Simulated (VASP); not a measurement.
# SnSe in VASP: further runs

SnSe is run at these levels: LDA; tasks: single point.

Everything below comes from runs of VASP 6.6.1. Logs are shortened: lines on timing, memory, paths and dates and some standing lists are left out, and cuts for length are marked.

**1. The cell of the first run**

The cell holds a slab with vacuum, 4 atoms: a = 4.253 Å, b = 4.253 Å, c = 11.144 Å, α = 90.00°, β = 90.00°, γ = 90.00°.

**2. Single point, LDA (strain +0.015 along x and y, +0.015 along z)**

Input file INCAR:

```
ALGO     = Normal         # electronic algorithm
EDIFF    = 1E-7           # SCF threshold, eV
ENCUT    = 520            # plane-wave cutoff, eV
ISIF     = 2              # what is computed and relaxed
ISMEAR   = 0              # smearing method
LASPH    = T              # aspherical terms in the spheres
LCHARG   = F              # write CHGCAR
LREAL    = F              # projectors in reciprocal space
LWAVE    = F              # write WAVECAR
NBANDS   = 28             # bands
NELM     = 80             # most SCF steps
PREC     = Accurate       # precision mode
SIGMA    = 0.05           # smearing width, eV
```

Input file KPOINTS:

```
k-points
0
Gamma
  6 6 4
```

Input file POSCAR:

```
SnSe
1.0
    4.2527474225      0.0000000000      0.0000000000
    0.0000000000      4.2527474225      0.0000000000
    0.0000000000      0.0000000000     11.1443172468
Sn Se
2 2
Direct
    0.5000000000      0.0000000000      0.3781633345
    0.0000000000      0.5000000000      0.6218366655
    0.5000000000      0.0000000000      0.6217782147
    0.0000000000      0.5000000000      0.3782217853
```

Potentials or basis: VASP PAW LDA potentials, release 64 (Sn_d, Se).

Started as:

```sh
cat potpaw_LDA.64/Sn_d/POTCAR potpaw_LDA.64/Se/POTCAR > POTCAR
mpirun -np 1 vasp_std > vasp.out
```

OUTCAR:

```text
EDIFF = 1E-7
   ENCUT = 520
   ISIF = 2
   ISMEAR = 0
   LASPH = T
   LREAL = F
   NELM = 80
   PREC = Accurate

 ion  position               nearest neighbor table
   1  0.500  0.000  0.378-   3 2.71   4 3.01   4 3.01   4 3.01   4 3.01
   2  0.000  0.500  0.622-   4 2.71   3 3.01   3 3.01   3 3.01   3 3.01
   3  0.500  0.000  0.622-   1 2.71   2 3.01   2 3.01   2 3.01   2 3.01
   4  0.000  0.500  0.378-   2 2.71   1 3.01   1 3.01   1 3.01   1 3.01

  LATTYP: Found a simple tetragonal cell.
 ALAT       =     4.2527474225
 C/A-ratio  =     2.6204982661

  Lattice vectors:

 A1 = (   4.2527474225,   0.0000000000,   0.0000000000)
 A2 = (   0.0000000000,   4.2527474225,   0.0000000000)
 A3 = (   0.0000000000,   0.0000000000,  11.1443172468)

Analysis of symmetry for initial positions (statically):
=====================================================================
 Subroutine PRICEL returns:
 Original cell was already a primitive cell.

 Routine SETGRP: Setting up the symmetry group for a
 simple tetragonal supercell.

 Subroutine GETGRP returns: Found 16 space group operations
 (whereof  8 operations were pure point group operations)
 out of a pool of 16 trial point group operations.

The static configuration has the point symmetry D_2d.
 The point group associated with its full space group is D_4h.

Analysis of symmetry for dynamics (positions and initial velocities):
=====================================================================
 Subroutine PRICEL returns:
 Original cell was already a primitive cell.

 Routine SETGRP: Setting up the symmetry group for a
 simple tetragonal supercell.

 Subroutine GETGRP returns: Found 16 space group operations
 (whereof  8 operations were pure point group operations)
 out of a pool of 16 trial point group operations.

The dynamic configuration has the point symmetry D_2d.
 The point group associated with its full space group is D_4h.

 Subroutine INISYM returns: Found 16 space group operations
 (whereof  8 operations are pure point group operations),
 and found     1 'primitive' translations

----------------------------------------------------------------------------------------

                                     Primitive cell

  volume of cell :     201.5546

  direct lattice vectors                    reciprocal lattice vectors
     4.252747422  0.000000000  0.000000000     0.235142109  0.000000000  0.000000000
     0.000000000  4.252747422  0.000000000     0.000000000  0.235142109  0.000000000
     0.000000000  0.000000000 11.144317247     0.000000000  0.000000000  0.089731832

  length of vectors
     4.252747422  4.252747422 11.144317247     0.235142109  0.235142109  0.089731832

  position of ions in fractional coordinates (direct lattice)
     0.500000000  0.000000000  0.378163335
     0.000000000  0.500000000  0.621836665
     0.500000000  0.000000000  0.621778215
     0.000000000  0.500000000  0.378221785

  ion indices of the primitive-cell ions
   primitive index   ion index
                 1           1
                 2           2
                 3           3
                 4           4

----------------------------------------------------------------------------------------

 KPOINTS: k-points

Automatic generation of k-mesh.
 Grid dimensions read from file:
 generate k-points for:    6    6    4

 Generating k-lattice:

  Cartesian coordinates                     Fractional coordinates (reciprocal lattice)
     0.039190352  0.000000000  0.000000000     0.166666667  0.000000000  0.000000000
     0.000000000  0.039190352  0.000000000     0.000000000  0.166666667  0.000000000
     0.000000000  0.000000000  0.022432958     0.000000000  0.000000000  0.250000000

  Length of vectors
     0.039190352  0.039190352  0.022432958

  Shift w.r.t. Gamma in fractional coordinates (k-lattice)
     0.000000000  0.000000000  0.000000000

 Subroutine IBZKPT returns following result:
 ===========================================

 Found     30 irreducible k-points:

 Following reciprocal coordinates:
            Coordinates               Weight
  0.000000  0.000000  0.000000      1.000000
  0.166667  0.000000  0.000000      4.000000
  0.333333  0.000000  0.000000      4.000000
  0.500000  0.000000  0.000000      2.000000
  0.166667  0.166667  0.000000      4.000000
  0.333333  0.166667  0.000000      8.000000
[... 16 lines left out ...]
  0.333333  0.000000  0.500000      4.000000
  0.500000  0.000000  0.500000      2.000000
 [... further k-points ...]
   k-points           NKPTS =     30   k-points in BZ     NKDIM =     30   number of bands    NBANDS=     28
   number of dos      NEDOS =    301   number of ions     NIONS =      4
   total plane-waves  NPLWV =  86016
   dimension x,y,z NGX =    32 NGY =   32 NGZ =   84
   dimension x,y,z NGXF=    64 NGYF=   64 NGZF=  168
   ions per type =               2   2
   NGX,Y,Z   is equivalent  to a cutoff of  12.51, 12.51, 12.53 a.u.
   NGXF,Y,Z  is equivalent  to a cutoff of  25.02, 25.02, 25.06 a.u.
 SYSTEM =  unknown system
   PREC   = accura    normal or accurate (medium, high low for compatibility)
   ISTART =      0    job   : 0-new  1-cont  2-samecut
   ICHARG =      2    charge: 1-file 2-atom 10-const
   ISPIN  =      1    spin polarized calculation?
   LNONCOLLINEAR =      F non collinear calculations
   LSORBIT =      F    spin-orbit coupling
   LASPH  =      T    aspherical Exc in radial PAW
   ENCUT  =  520.0 eV  38.22 Ry    6.18 a.u.   7.91  7.91 20.72*2*pi/ulx,y,z
   NELM   =     80;   NELMIN=  2; NELMDL= -5     # of ELM steps
   EDIFF  = 0.1E-06   stopping-criterion for ELM
   LREAL  =      F    real-space projection
   EDIFFG = 0.1E-05   stopping-criterion for IOM
   NSW    =      0    number of steps for IOM
   IBRION =     -1    ionic relax: 0-MD 1-quasi-New 2-CG
   NFREE  =      0    steps in history (QN), initial steepest desc. (CG)
   ISIF   =      2    stress and relaxation
   ISYM   =      2    0-nonsym 1-usesym 2-fastsym
   POTIM  = 0.5000    time-step for ionic-motion
   TEBEG  =    0.0;   TEEND  =   0.0 temperature during run
   PSTRESS=    0.0 pullay stress
   NELECT =      40.0000    total number of electrons
   NUPDOWN=      -1.0000    fix difference up-down
   EMIN   =  10.00;   EMAX   =-10.00  energy-range for DOS
   EFERMI =   0.00;   METHOD = LEGACY
   ISMEAR =     0;   SIGMA  =   0.05  broadening in eV -4-tet -1-fermi 0-gaus
   EFERMI_NEDOS =   21; number of points for ismear=-14 and -15
   IALGO  =     38    algorithm
   IMIX   =      4    mixing-type and parameters
     AMIX     =   0.40;   BMIX     =  1.00
     AMIX_MAG =   1.60;   BMIX_MAG =  1.00
  volume/ion in A,a.u.               =      50.39       340.04
  Fermi-wavevector in a.u.,A,eV,Ry     =   0.954913  1.804524 12.406601  0.911859
  Thomas-Fermi vector in A             =   2.083703
   LORBIT       =      0    0 simple, 1 ext, 2 COOP (PROOUT), +10 PAW based schemes
   GGA     = CA    functional components
   LHFCALC =     F    Hartree Fock is set to
   AEXX    =    0.0000 exact exchange contribution
   IVDW    =     0    specifies the selected vdW correction
   LEPSILON=     F    determine dielectric tensor
   LRPA    =     F    only Hartree local field effects (RPA)
 non-spin polarized calculation
 Gauss-broadening in eV      SIGMA  =   0.05
  energy-cutoff  :      520.00
  volume of cell :      201.55
 maximum number of plane-waves:      5468
 NGX is ok and might be reduce to    32
   NGX = 15   NGY = 15   NGZ = 41

 number of electron      40.0000000 magnetization

 Free energy of the ion-electron system (eV)
  ---------------------------------------------------
  ext. energy  EPLUGINS =         0.00000000
  ---------------------------------------------------
  free energy    TOTEN  =       -18.46265435 eV

  energy without entropy =      -18.46265435  energy(sigma->0) =      -18.46265435

 E-fermi :   0.6874     XC(G=0):  -6.2034

 val. band max:        0.4650796625   @ k =   0.3333   0.0000   0.5000
 cond. band min:       1.9339565249   @ k =   0.5000   0.0000   0.0000
 fundamental gap:      1.4688768624
 Fermi energy:         0.6873943629

 k-point     1 :       0.0000    0.0000    0.0000
  band No.  band energies     occupation
      1     -20.5461      2.00000
      2     -20.5333      2.00000
      3     -20.5289      2.00000
      4     -20.5262      2.00000
      5     -20.5198      2.00000
      6     -20.5141      2.00000
[... 20 lines left out ...]
     27       6.0795      0.00000
     28       6.0962      0.00000

 k-point     2 :       0.1667    0.0000    0.0000
  band No.  band energies     occupation
      1     -20.5423      2.00000
      2     -20.5307      2.00000
      3     -20.5301      2.00000
      4     -20.5243      2.00000
      5     -20.5235      2.00000
      6     -20.5141      2.00000
[... 20 lines left out ...]
     27       5.4754      0.00000
     28       5.7692      0.00000

 k-point     3 :       0.3333    0.0000    0.0000
  band No.  band energies     occupation
      1     -20.5347      2.00000
      2     -20.5341      2.00000
      3     -20.5303      2.00000
      4     -20.5237      2.00000
      5     -20.5221      2.00000
      6     -20.5135      2.00000
[... 20 lines left out ...]
     27       5.3901      0.00000
     28       6.9685      0.00000

 k-point     4 :       0.5000    0.0000    0.0000
  band No.  band energies     occupation
      1     -20.5345      2.00000
      2     -20.5345      2.00000
      3     -20.5278      2.00000
      4     -20.5278      2.00000
      5     -20.5153      2.00000
      6     -20.5153      2.00000
[... 578 lines left out ...]
     27       5.5977      0.00000
     28       5.7741      0.00000

 k-point    23 :       0.3333    0.0000    0.5000
  band No.  band energies     occupation
      1     -20.5347      2.00000
      2     -20.5341      2.00000
      3     -20.5303      2.00000
      4     -20.5237      2.00000
      5     -20.5221      2.00000
      6     -20.5135      2.00000
[... 20 lines left out ...]
     27       6.0525      0.00000
     28       6.6339      0.00000

 k-point    24 :       0.5000    0.0000    0.5000
  band No.  band energies     occupation
      1     -20.5346      2.00000
      2     -20.5346      2.00000
      3     -20.5278      2.00000
      4     -20.5278      2.00000
      5     -20.5153      2.00000
      6     -20.5153      2.00000
[... 20 lines left out ...]
     27       6.7964      0.00000
     28       6.7964      0.00000

 [... further k-points ...]

------------------------ aborting loop because EDIFF is reached ----------------------------------------

  FORCE on cell =-STRESS in cart. coord.  units (eV):
  Direction    XX          YY          ZZ          XY          YZ          ZX
  --------------------------------------------------------------------------------------
  -------------------------------------------------------------------------------------
  Total       -1.5545842     -1.5545842     -1.2799525      0.0000000      0.0000000      0.0000000
  in kB      -12.3575447    -12.3575447    -10.1744698      0.0000000      0.0000000      0.0000000
  external PRESSURE =     -11.6298530 kB  Pullay stress =       0.0000000 kB

 VOLUME and BASIS-vectors are now :
 -----------------------------------------------------------------------------
  energy-cutoff  :      520.00
  volume of cell :      201.55
      direct lattice vectors                 reciprocal lattice vectors
     4.252747422  0.000000000  0.000000000     0.235142109  0.000000000  0.000000000
     0.000000000  4.252747422  0.000000000     0.000000000  0.235142109  0.000000000
     0.000000000  0.000000000 11.144317247     0.000000000  0.000000000  0.089731832

 POSITION                                       TOTAL-FORCE (eV/Angst)
 -----------------------------------------------------------------------------------
      2.12637      0.00000      4.21437        -0.000000      0.000000      0.245839
      0.00000      2.12637      6.92995         0.000000      0.000000     -0.245839
      2.12637      0.00000      6.92929        -0.000000      0.000000     -0.215813
      0.00000      2.12637      4.21502         0.000000     -0.000000      0.215813
 -----------------------------------------------------------------------------------
    total drift:                                0.000000      0.000000      0.000000

  FREE ENERGIE OF THE ION-ELECTRON SYSTEM (eV)
  ---------------------------------------------------
  free  energy   TOTEN  =       -18.4626543476 eV

  energy  without entropy=      -18.4626543476  energy(sigma->0) =      -18.46265435
```

Wall time 3.7 min (1 thread of Intel Xeon 8259CL, shared host); peak memory 0.32 GiB.

Results:

```
Free energy            : -18.4627 eV
Largest force          : 0.246 eV/Å
Band gap on the k mesh : 1.47 eV (least direct gap 1.52 eV)
```

Forces in eV/Å, atoms in the order of the input:
```
Sn   0.000  0.000  0.246
Sn   0.000  0.000 -0.246
Se   0.000  0.000 -0.216
Se   0.000  0.000  0.216
```

Levels at points of the mesh, in eV from the valence-band top:
| k point | band 16 | band 17 | band 18 | band 19 | band 20 | band 21 | band 22 | band 23 | band 24 | band 25 |
| --- | --- | --- | --- | --- | --- | --- | --- | --- | --- | --- |
| (0.00, 0.00, 0.00) | -3.00 | -3.00 | -1.79 | -1.79 | -0.49 | 1.70 | 3.77 | 3.87 | 4.63 | 4.63 |
| (0.50, 0.00, 0.00) | -2.31 | -1.47 | -1.47 | -0.05 | -0.05 | 1.47 | 1.47 | 2.02 | 2.02 | 2.89 |
| (0.50, 0.50, 0.00) | -4.81 | -3.36 | -3.36 | -1.68 | -1.68 | 3.54 | 3.54 | 4.61 | 4.61 | 5.33 |
| (0.00, 0.00, 0.50) | -3.00 | -3.00 | -1.79 | -1.79 | -0.49 | 1.58 | 3.77 | 4.63 | 4.63 | 4.74 |
| (0.50, 0.00, 0.50) | -2.30 | -1.47 | -1.47 | -0.05 | -0.05 | 1.47 | 1.47 | 2.02 | 2.02 | 2.84 |
| (0.50, 0.50, 0.50) | -4.81 | -3.36 | -3.36 | -1.68 | -1.68 | 3.52 | 3.52 | 4.65 | 4.65 | 5.29 |

Caveat: the cell differs from its parent crystal (strain +0.015 along x and y, +0.015 along z); spin-orbit coupling is left out, which moves the levels of the heavy elements.

**3. Single point, LDA (strain +0.030 along x and y, +0.000 along z)**

Input file INCAR:

```
PREC = Accurate
ENCUT = 520
EDIFF = 1E-6
ISMEAR = 0
SIGMA = 0.05
LREAL = False
LASPH = True
NELM = 60
ALGO = Normal
ISIF = 2
LWAVE = False
LCHARG = False
GGA = CA
NBANDS = 28
```

Input file KPOINTS:

```
regular mesh
0
Gamma
  6 6 4
```

Input file POSCAR:

```
SnSe
1.0
    4.3155959066      0.0000000000      0.0000000000
    0.0000000000      4.3155959066      0.0000000000
    0.0000000000      0.0000000000     10.9796229033
Sn Se
2 2
Direct
    0.5000000000      0.0000000000      0.3781633345
    0.0000000000      0.5000000000      0.6218366655
    0.5000000000      0.0000000000      0.6217782147
    0.0000000000      0.5000000000      0.3782217853
```

Potentials or basis: VASP PAW LDA potentials, release 64 (Sn_d, Se).

Started as:

```sh
cat potpaw_LDA.64/Sn_d/POTCAR potpaw_LDA.64/Se/POTCAR > POTCAR
mpirun -np 1 vasp_std > vasp.out
```

Wall time 3 min (1 thread of Intel Xeon 8259CL, shared host); peak memory 0.32 GiB.

The run converged. Its results:

```
Free energy            : -18.4149 eV
Largest force          : 0.121 eV/Å
Band gap on the k mesh : 1.47 eV
```

Forces on the atoms (eV/Å):
```
Sn   0.000  0.000  0.121
Sn   0.000  0.000 -0.121
Se   0.000  0.000 -0.086
Se   0.000  0.000  0.086
```

Levels at points of the mesh, in eV from the valence-band top:
```tsv
k point	band 18	band 19	band 20	band 21	band 22	band 23
(0.00, 0.00, 0.00)	-1.62	-1.62	-0.42	1.87	3.82	4.00
(0.50, 0.00, 0.00)	-1.43	-0.13	-0.13	1.48	1.48	2.05
(0.50, 0.50, 0.00)	-3.09	-1.60	-1.60	3.73	3.73	4.75
(0.00, 0.00, 0.50)	-1.62	-1.62	-0.42	1.73	3.82	4.39
(0.50, 0.00, 0.50)	-1.43	-0.13	-0.13	1.48	1.48	2.05
(0.50, 0.50, 0.50)	-3.09	-1.60	-1.60	3.70	3.70	4.80
```

Caveat: the cell differs from its parent crystal (strain +0.030 along x and y, +0.000 along z); spin-orbit coupling is left out, which moves the levels of the heavy elements.

**4. Single point, LDA (strain +0.015 along x and y, +0.030 along z)**

Input file INCAR:

```
  PREC = Accurate
  ENCUT = 520
  EDIFF = 1E-7
  ISMEAR = 0
  SIGMA = 0.05
  LREAL = F
  LASPH = T
  NELM = 60
  ALGO = Normal
  ISIF = 2
  LWAVE = F
  LCHARG = T
  LELF = T
  LVHAR = T
  NBANDS = 28
```

KPOINTS is that of step 3.

Input file POSCAR:

```
SnSe
1.0
    4.2527474225      0.0000000000      0.0000000000
    0.0000000000      4.2527474225      0.0000000000
    0.0000000000      0.0000000000     11.3090115904
Sn Se
2 2
Direct
    0.5000000000      0.0000000000      0.3781633345
    0.0000000000      0.5000000000      0.6218366655
    0.5000000000      0.0000000000      0.6217782147
    0.0000000000      0.5000000000      0.3782217853
```

Started as:

```sh
cat potpaw_LDA.64/Sn_d/POTCAR potpaw_LDA.64/Se/POTCAR > POTCAR
mpirun -np 1 vasp_std > vasp.out
```

It took 3 min on 1 thread of Intel Xeon 8259CL, shared host; peak memory 0.32 GiB.

It converged, with:

```
Free energy            : -18.4376 eV
Largest force          : 0.410 eV/Å
Band gap on the k mesh : 1.44 eV
```

Forces in eV/Å, atoms in the order of the input:
```
Sn   0.000  0.000  0.410
Sn   0.000  0.000 -0.410
Se   0.000  0.000 -0.367
Se   0.000  0.000  0.367
```

Levels at points of the mesh, in eV from the valence-band top:
```
           k point  band 16  band 17  band 18  band 19  band 20  band 21  band 22  band 23  band 24  band 25
(0.00, 0.00, 0.00)    -2.93    -2.93    -1.79    -1.79    -0.51     1.64     3.82     3.85     4.68     4.68
(0.50, 0.00, 0.00)    -2.26    -1.42    -1.42     0.00     0.00     1.44     1.44     2.02     2.02     2.77
(0.50, 0.50, 0.00)    -4.75    -3.37    -3.37    -1.67    -1.67     3.42     3.42     4.60     4.60     5.38
(0.00, 0.00, 0.50)    -2.93    -2.93    -1.79    -1.79    -0.52     1.54     3.82     4.63     4.68     4.68
(0.50, 0.00, 0.50)    -2.26    -1.42    -1.42     0.00     0.00     1.44     1.44     2.02     2.02     2.73
(0.50, 0.50, 0.50)    -4.75    -3.37    -3.37    -1.67    -1.67     3.40     3.40     4.63     4.63     5.35
```

Caveat: the cell differs from its parent crystal (strain +0.015 along x and y, +0.030 along z); spin-orbit coupling is left out, which moves the levels of the heavy elements.

**5. Overview**

```tsv
cell	gap on the mesh (eV)	largest force (eV/Å)
a = 4.253, b = 4.253, c = 11.144 Å, 4 atoms	1.47	0.25
a = 4.316, b = 4.316, c = 10.980 Å, 4 atoms	1.47	0.12
a = 4.253, b = 4.253, c = 11.309 Å, 4 atoms	1.44	0.41
```

Alike in all rows: task single point; level LDA; potentials or basis VASP PAW LDA potentials, release 64 (Sn_d, Se); no spin polarisation; k mesh 6 × 6 × 4; cutoff (eV) 520; smearing gaussian 0.05 eV.

Caveats: spin-orbit coupling is left out, which moves the levels of the heavy elements.

Absolute energies hang on the potentials; compare differences alone.
